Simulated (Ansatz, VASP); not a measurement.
## One calculation of SbO6, two programs

```
CELL_PARAMETERS angstrom
-2.91497 2.91497 2.93328
2.91497 -2.91497 2.93328
2.91497 2.91497 -2.93328
ATOMIC_POSITIONS crystal
Sb 0.00000 0.00000 0.00000
O 0.00000 0.61215 0.61215
O 0.00000 0.38785 0.38785
O 0.61100 0.61100 0.00000
O 0.38900 0.38900 0.00000
O 0.61215 0.00000 0.61215
O 0.38785 0.00000 0.38785
```

Change from the starting cell: species swapped into the TcF6 type (I4/mmm, No. 139).

Alike in both runs: functional PBE; k mesh 4 × 4 × 4; occupations gaussian, width 0.1 eV; no spin polarisation.

Ansatz relaxed the structure, and its values are those at the end. VASP's run is a single point on that final structure, the one shown.

|  | VASP | Ansatz |
| --- | --- | --- |
| version | VASP 6.6.1 | Ansatz 0.2.0 |
| potentials or method | VASP PAW PBE potentials, release 64 (Sb, O), cutoff 520 eV | scalar-relativistic, plane waves, PAW |
| valence electrons in the cell | 41 | 51 |

```csv
,VASP,Ansatz,Ansatz less VASP
gap on the k mesh at the Fermi level (eV),none,none,-
pressure (GPa),0.1,0.0,-0.15
rms of the force components (eV/Å),0.275,0.000,-0.2749
```

A gap of «none» marks a metal or a gap that the smearing closes. One of these differences is far larger than is usual between the two programs; its cause wasn't traced. VASP's potentials hold 41 valence electrons a cell and Ansatz's 51, so a difference there can come from the potentials and not from the codes.

The k mesh is coarse, so the values compare programs but aren't converged. Spin-orbit coupling is off throughout.
